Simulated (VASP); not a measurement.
# Al5In3As8 (P1) in VASP: single point with PBEsol

Aim: the single point of Al5In3As8 with PBEsol.

Everything below comes from runs of VASP 6.6.1. Logs are shortened: lines on timing, memory, paths and dates and some standing lists are left out, and cuts for length are marked.

### 1 The cell of the first run

The typed cell holds 64 atoms: a = 11.646 Å, b = 11.646 Å, c = 11.646 Å, α = 90.00°, β = 90.00°, γ = 90.00°.

### 2 Single point, PBEsol

File INCAR:

```
PREC = Accurate ; ENCUT = 520
EDIFF = 1E-6 ; ISMEAR = -1
SIGMA = 0.05 ; LREAL = Auto
LASPH = T ; NELM = 80
ALGO = Normal ; ISIF = 2
LWAVE = F ; LCHARG = F
GGA = PS ; ISYM = 0
NBANDS = 226
```

File KPOINTS:

```
Automatic mesh
0
Gamma
  1 1 1
  0.25 0.25 0.25
```

File POSCAR:

```
Al5In3As8
1.0
   11.6458222152      0.0000000000      0.0000000000
    0.0000000000     11.6458222152      0.0000000000
    0.0000000000      0.0000000000     11.6458222152
Al In As
20 12 32
Direct
    0.9989300000      0.0037190000      0.0006810000
    0.9995350000      0.0017500000      0.4981960000
    0.0037200000      0.4951510000      0.9991040000
    0.4964730000      0.5012900000      0.9965470000
    0.4938070000      0.5030640000      0.5017190000
    0.2478430000      0.2509870000      0.4982370000
    0.2517430000      0.7455280000      0.0016690000
    0.2540030000      0.7480540000      0.4975830000
    0.7538950000      0.2477500000      0.9976200000
    0.7459220000      0.7535880000      0.4985840000
    0.2468120000      0.9970950000      0.2511120000
    0.2507220000      0.5016640000      0.2491360000
    0.2538490000      0.4994830000      0.7489120000
    0.7530340000      0.9999110000      0.2497150000
    0.7514650000      0.0008950000      0.7489130000
    0.0018090000      0.2456850000      0.2468190000
    0.0004590000      0.2472670000      0.7510570000
    0.4995700000      0.2544750000      0.7493190000
    0.4951290000      0.7478920000      0.2505530000
    0.4974630000      0.7454430000      0.7471170000
    0.0073080000      0.4985010000      0.5000300000
    0.5026130000      0.9979680000      0.0004470000
    0.5014360000      0.9967640000      0.5000210000
    0.2466110000      0.2547770000      0.0009660000
    0.7531350000      0.2471930000      0.5017060000
    0.7482790000      0.7526560000      0.0008140000
    0.2479660000      0.0009380000      0.7485150000
    0.7501150000      0.5006940000      0.2468490000
    0.7450950000      0.5004310000      0.7526520000
    0.0056990000      0.7541600000      0.2507800000
    0.0023160000      0.7541160000      0.7495730000
    0.4989200000      0.2515300000      0.2510860000
    0.1213390000      0.1179890000      0.1290780000
    0.1177400000      0.1314250000      0.6180480000
    0.1297160000      0.6175380000      0.1195710000
    0.1404080000      0.6271060000      0.6254870000
    0.6383340000      0.1261440000      0.1267380000
    0.6241940000      0.1259410000      0.6376010000
    0.6101720000      0.6253170000      0.1224940000
    0.6182330000      0.6303100000      0.6179010000
    0.3754220000      0.3887040000      0.1250120000
    0.3739560000      0.3743920000      0.6236600000
    0.3681900000      0.8690330000      0.1310270000
    0.3735090000      0.8620820000      0.6248550000
    0.8823580000      0.3675290000      0.1185280000
    0.8817810000      0.3708550000      0.6328330000
    0.8766400000      0.8872670000      0.1247190000
    0.8690000000      0.8821380000      0.6171360000
    0.3628950000      0.1226100000      0.3747890000
    0.3801170000      0.1328840000      0.8702920000
    0.3731160000      0.6242820000      0.3740710000
    0.3751410000      0.6247980000      0.8735230000
    0.8810100000      0.1193900000      0.3679320000
    0.8766180000      0.1235160000      0.8733300000
    0.8715580000      0.6318100000      0.3816920000
    0.8817740000      0.6196610000      0.8825320000
    0.1314420000      0.3681620000      0.3643890000
    0.1198880000      0.3805050000      0.8647510000
    0.1335230000      0.8811530000      0.3858510000
    0.1267060000      0.8768360000      0.8907120000
    0.6196720000      0.3821540000      0.3845000000
    0.6180030000      0.3683710000      0.8833810000
    0.6294730000      0.8694080000      0.3641770000
    0.6240720000      0.8723620000      0.8584680000
```

Potentials or basis: VASP PAW PBE potentials, release 64 (Al, In_d, As).

The run is started by

```bash
cat potpaw_PBE.64/Al/POTCAR potpaw_PBE.64/In_d/POTCAR potpaw_PBE.64/As/POTCAR > POTCAR
mpirun -np 1 vasp_std > vasp.out
```

OUTCAR:

```text
PREC = Accurate
   ENCUT = 520
   EDIFF = 1E-6
   ISMEAR = -1
   LREAL = Auto
   LASPH = T
   NELM = 80
   ISIF = 2
   GGA = PS
   ISYM = 0

 ion  position               nearest neighbor table
   1  0.999  0.004  0.001-  47 2.44  60 2.46  33 2.46  54 2.48
   2  1.000  0.002  0.498-  53 2.47  59 2.47  34 2.47  48 2.48
   3  0.004  0.495  0.999-  56 2.44  58 2.46  45 2.48  35 2.48
   4  0.496  0.501  0.997-  41 2.44  39 2.45  52 2.47  62 2.48
   5  0.494  0.503  0.502-  61 2.45  40 2.48  51 2.49  42 2.49
   6  0.248  0.251  0.498-  49 2.47  57 2.48  34 2.49  42 2.52
[... 56 lines left out ...]
  63  0.629  0.869  0.364-  10 2.47  14 2.48  19 2.49  23 2.63
  64  0.624  0.872  0.858-  20 2.46  15 2.46  26 2.60  22 2.62

IMPORTANT INFORMATION: All symmetrisations will be switched off!
NOSYMM: (Re-)initialisation of all symmetry stuff for point group C_1.

----------------------------------------------------------------------------------------

                                     Primitive cell

  volume of cell :    1579.4667

  direct lattice vectors                    reciprocal lattice vectors
    11.645822215  0.000000000  0.000000000     0.085867703  0.000000000  0.000000000
     0.000000000 11.645822215  0.000000000     0.000000000  0.085867703  0.000000000
     0.000000000  0.000000000 11.645822215     0.000000000  0.000000000  0.085867703

  length of vectors
    11.645822215 11.645822215 11.645822215     0.085867703  0.085867703  0.085867703

  position of ions in fractional coordinates (direct lattice)
     0.998930000  0.003719000  0.000681000
     0.999535000  0.001750000  0.498196000
     0.003720000  0.495151000  0.999104000
     0.496473000  0.501290000  0.996547000
     0.493807000  0.503064000  0.501719000
     0.247843000  0.250987000  0.498237000
[... 56 lines left out ...]
     0.629473000  0.869408000  0.364177000
     0.624072000  0.872362000  0.858468000

  ion indices of the primitive-cell ions
   primitive index   ion index
                 1           1
                 2           2
                 3           3
                 4           4
                 5           5
                 6           6
[... 56 lines left out ...]
                63          63
                64          64

----------------------------------------------------------------------------------------

 KPOINTS: Automatic mesh

Automatic generation of k-mesh.
 Grid dimensions read from file:
 generate k-points for:    1    1    1

 Generating k-lattice:

  Cartesian coordinates                     Fractional coordinates (reciprocal lattice)
     0.085867703  0.000000000  0.000000000     1.000000000  0.000000000  0.000000000
     0.000000000  0.085867703  0.000000000     0.000000000  1.000000000  0.000000000
     0.000000000  0.000000000  0.085867703     0.000000000  0.000000000  1.000000000

  Length of vectors
     0.085867703  0.085867703  0.085867703

  Shift w.r.t. Gamma in fractional coordinates (k-lattice)
     0.250000000  0.250000000  0.250000000

 Subroutine IBZKPT returns following result:
 ===========================================

 Found      4 irreducible k-points:

 Following reciprocal coordinates:
            Coordinates               Weight
  0.250000  0.250000  0.250000      2.000000
 -0.250000  0.250000  0.250000      2.000000
 -0.250000 -0.250000  0.250000      2.000000
  0.250000 -0.250000  0.250000      2.000000
   k-points           NKPTS =      4   k-points in BZ     NKDIM =      4   number of bands    NBANDS=    226
   number of dos      NEDOS =    301   number of ions     NIONS =     64
   total plane-waves  NPLWV = 729000
   dimension x,y,z NGX =    90 NGY =   90 NGZ =   90
   dimension x,y,z NGXF=   180 NGYF=  180 NGZF=  180
   ions per type =              20  12  32
   NGX,Y,Z   is equivalent  to a cutoff of  12.85, 12.85, 12.85 a.u.
   NGXF,Y,Z  is equivalent  to a cutoff of  25.70, 25.70, 25.70 a.u.
 SYSTEM =  unknown system
   PREC   = accura    normal or accurate (medium, high low for compatibility)
   ISTART =      0    job   : 0-new  1-cont  2-samecut
   ICHARG =      2    charge: 1-file 2-atom 10-const
   ISPIN  =      1    spin polarized calculation?
   LNONCOLLINEAR =      F non collinear calculations
   LSORBIT =      F    spin-orbit coupling
   LASPH  =      T    aspherical Exc in radial PAW
   ENCUT  =  520.0 eV  38.22 Ry    6.18 a.u.  21.65 21.65 21.65*2*pi/ulx,y,z
   NELM   =     80;   NELMIN=  2; NELMDL= -5     # of ELM steps
   EDIFF  = 0.1E-05   stopping-criterion for ELM
   LREAL  =      T    real-space projection
   EDIFFG = 0.1E-04   stopping-criterion for IOM
   NSW    =      0    number of steps for IOM
   IBRION =     -1    ionic relax: 0-MD 1-quasi-New 2-CG
   NFREE  =      0    steps in history (QN), initial steepest desc. (CG)
   ISIF   =      2    stress and relaxation
   ISYM   =      0    0-nonsym 1-usesym 2-fastsym
   POTIM  = 0.5000    time-step for ionic-motion
   TEBEG  =    0.0;   TEEND  =   0.0 temperature during run
   PSTRESS=    0.0 pullay stress
   NELECT =     376.0000    total number of electrons
   NUPDOWN=      -1.0000    fix difference up-down
   EMIN   =  10.00;   EMAX   =-10.00  energy-range for DOS
   EFERMI =   0.00;   METHOD = LEGACY
   ISMEAR =    -1;   SIGMA  =   0.05  broadening in eV -4-tet -1-fermi 0-gaus
   EFERMI_NEDOS =   21; number of points for ismear=-14 and -15
   IALGO  =     38    algorithm
   IMIX   =      4    mixing-type and parameters
     AMIX     =   0.40;   BMIX     =  1.00
     AMIX_MAG =   1.60;   BMIX_MAG =  1.00
  volume/ion in A,a.u.               =      24.68       166.54
  Fermi-wavevector in a.u.,A,eV,Ry     =   1.014613  1.917341 14.006388  1.029440
  Thomas-Fermi vector in A             =   2.147851
   LORBIT       =      0    0 simple, 1 ext, 2 COOP (PROOUT), +10 PAW based schemes
   GGA     = PS    functional components
   LHFCALC =     F    Hartree Fock is set to
   AEXX    =    0.0000 exact exchange contribution
   IVDW    =     0    specifies the selected vdW correction
   LEPSILON=     F    determine dielectric tensor
   LRPA    =     F    only Hartree local field effects (RPA)
 non-spin polarized calculation
  energy-cutoff  :      520.00
  volume of cell :     1579.47
 maximum number of plane-waves:     42541
 NGX is ok and might be reduce to    90
   NGX = 43   NGY = 43   NGZ = 43

 number of electron     376.0000009 magnetization

 Free energy of the ion-electron system (eV)
  ---------------------------------------------------
  ext. energy  EPLUGINS =         0.00000000
  ---------------------------------------------------
  free energy    TOTEN  =      -302.57913592 eV

  energy without entropy =     -302.57913574  energy(sigma->0) =     -302.57913583

 E-fermi :   4.7397     XC(G=0):  -9.2216

 val. band max:        3.9010385292   @ k =  -0.2500   0.2500   0.2500
 cond. band min:       5.5846411781   @ k =   0.2500   0.2500   0.2500
 fundamental gap:      1.6836026489
 Fermi energy:         4.7397223155

 k-point     1 :       0.2500    0.2500    0.2500
  band No.  band energies     occupation
      1     -10.2334      2.00000
      2     -10.2290      2.00000
      3     -10.2241      2.00000
      4     -10.2130      2.00000
      5     -10.1999      2.00000
      6     -10.1903      2.00000
[... 192 lines left out ...]
    199       6.4197      0.00000
    200       6.4683      0.00000

 k-point     2 :      -0.2500    0.2500    0.2500
  band No.  band energies     occupation
      1     -10.2337      2.00000
      2     -10.2290      2.00000
      3     -10.2235      2.00000
      4     -10.2130      2.00000
      5     -10.1987      2.00000
      6     -10.1926      2.00000
[... 192 lines left out ...]
    199       6.4184      0.00000
    200       6.4889      0.00000

 k-point     3 :      -0.2500   -0.2500    0.2500
  band No.  band energies     occupation
      1     -10.2334      2.00000
      2     -10.2294      2.00000
      3     -10.2235      2.00000
      4     -10.2135      2.00000
      5     -10.1995      2.00000
      6     -10.1910      2.00000
[... 192 lines left out ...]
    199       6.4117      0.00000
    200       6.4759      0.00000

 k-point     4 :       0.2500   -0.2500    0.2500
  band No.  band energies     occupation
      1     -10.2335      2.00000
      2     -10.2297      2.00000
      3     -10.2223      2.00000
      4     -10.2142      2.00000
      5     -10.1986      2.00000
      6     -10.1922      2.00000
[... 192 lines left out ...]
    199       6.4080      0.00000
    200       6.4830      0.00000
 [bands above 200 left out]

------------------------ aborting loop because EDIFF is reached ----------------------------------------

  FORCE on cell =-STRESS in cart. coord.  units (eV):
  Direction    XX          YY          ZZ          XY          YZ          ZX
  --------------------------------------------------------------------------------------
  -------------------------------------------------------------------------------------
  Total        1.6004782      1.5244129      1.6654195     -0.0417738     -0.0329624      0.0248219
  in kB        1.6234910      1.5463319      1.6893660     -0.0423744     -0.0334363      0.0251788
  external PRESSURE =       1.6197296 kB  Pullay stress =       0.0000000 kB

 VOLUME and BASIS-vectors are now :
 -----------------------------------------------------------------------------
  energy-cutoff  :      520.00
  volume of cell :     1579.47
      direct lattice vectors                 reciprocal lattice vectors
    11.645822215  0.000000000  0.000000000     0.085867703  0.000000000  0.000000000
     0.000000000 11.645822215  0.000000000     0.000000000  0.085867703  0.000000000
     0.000000000  0.000000000 11.645822215     0.000000000  0.000000000  0.085867703

 POSITION                                       TOTAL-FORCE (eV/Angst)
 -----------------------------------------------------------------------------------
     11.63336      0.04331      0.00793         0.002495      0.006824      0.017084
     11.64041      0.02038      5.80190         0.008728      0.024947     -0.005431
      0.04332      5.76644     11.63539         0.030573      0.001539     -0.007110
      5.78184      5.83793     11.60561         0.007419      0.000005      0.006565
      5.75079      5.85859      5.84293         0.001710      0.017013     -0.017856
      2.88634      2.92295      5.80238         0.014325     -0.001565      0.011995
[... 56 lines left out ...]
      7.33073     10.12497      4.24114         0.030917      0.010778     -0.011165
      7.26783     10.15937      9.99757         0.046753      0.046042      0.026865
 -----------------------------------------------------------------------------------
    total drift:                               -0.006929     -0.013580     -0.004144

  FREE ENERGIE OF THE ION-ELECTRON SYSTEM (eV)
  ---------------------------------------------------
  free  energy   TOTEN  =      -302.5791359200 eV

  energy  without entropy=     -302.5791357433  energy(sigma->0) =     -302.57913583
```

Run time: 34 min. Hardware: 1 thread of Intel Xeon 6975P-C (Granite Rapids), shared host; peak memory 1.9 GiB.

Results:

| Quantity | Value |
| --- | --- |
| Free energy | -302.5791 eV |
| Pressure | 0.2 GPa |
| Largest force | 0.091 eV/Å |
| Band gap on the k mesh | 1.68 eV (least direct gap 1.70 eV) |

Forces on the atoms (eV/Å):
```
Al   0.002  0.007  0.017
Al   0.009  0.025 -0.005
Al   0.031  0.002 -0.007
Al   0.007  0.000  0.007
Al   0.002  0.017 -0.018
Al   0.014 -0.002  0.012
Al   0.006  0.000  0.008
Al   0.009 -0.011  0.003
Al   0.006 -0.001 -0.017
Al  -0.018  0.015  0.003
Al   0.003  0.021 -0.016
Al   0.002  0.017  0.038
Al   0.004  0.009  0.035
Al   0.010 -0.004  0.027
Al   0.013  0.010  0.035
Al   0.012  0.001  0.016
Al   0.007  0.013  0.012
Al  -0.003 -0.004  0.010
Al   0.028 -0.008  0.000
Al  -0.011  0.018 -0.004
In   0.014 -0.013 -0.013
In  -0.002 -0.018 -0.017
In  -0.023 -0.004  0.002
In  -0.019 -0.003 -0.009
In  -0.005 -0.020 -0.026
In  -0.026  0.003 -0.006
In   0.010  0.008 -0.033
In  -0.039 -0.010 -0.014
In  -0.005 -0.022 -0.017
In   0.006  0.000 -0.023
In  -0.007 -0.030 -0.002
In  -0.044 -0.017  0.000
As   0.019  0.002  0.013
As  -0.014  0.019  0.019
As   0.012 -0.014  0.014
As  -0.004 -0.018 -0.044
As  -0.019 -0.036 -0.027
As  -0.039 -0.034 -0.031
As   0.034  0.045  0.031
As   0.012  0.016  0.004
As  -0.031 -0.026 -0.041
As  -0.001 -0.015 -0.017
As   0.002  0.012  0.025
As   0.056  0.014  0.045
As   0.019  0.018  0.011
As   0.012 -0.007 -0.005
As  -0.039 -0.014 -0.044
As  -0.001  0.014  0.018
As   0.037  0.055  0.014
As  -0.006  0.001 -0.010
As  -0.026 -0.012 -0.001
As  -0.010 -0.030 -0.017
As   0.009  0.013  0.009
As  -0.007 -0.026 -0.011
As   0.003 -0.009 -0.001
As  -0.006 -0.003 -0.002
As   0.006  0.031 -0.017
As   0.015  0.012  0.015
As  -0.053 -0.068 -0.029
As  -0.043 -0.007 -0.005
As  -0.001 -0.009  0.033
As  -0.009  0.021  0.036
As   0.031  0.011 -0.011
As   0.047  0.046  0.027
```

Levels at points of the mesh, in eV from the valence-band top:
```tsv
k point	band 184	band 185	band 186	band 187	band 188	band 189	band 190	band 191	band 192	band 193
(0.25, 0.25, 0.25)	-0.52	-0.42	-0.35	-0.08	-0.05	1.68	1.79	1.84	1.85	2.00
```

Caveat: the PAW data sets were made with another functional, which shifts forces and pressure a little; spin-orbit coupling is left out, which moves the levels of the heavy elements; a shifted mesh leaves out Γ, where band edges can lie.
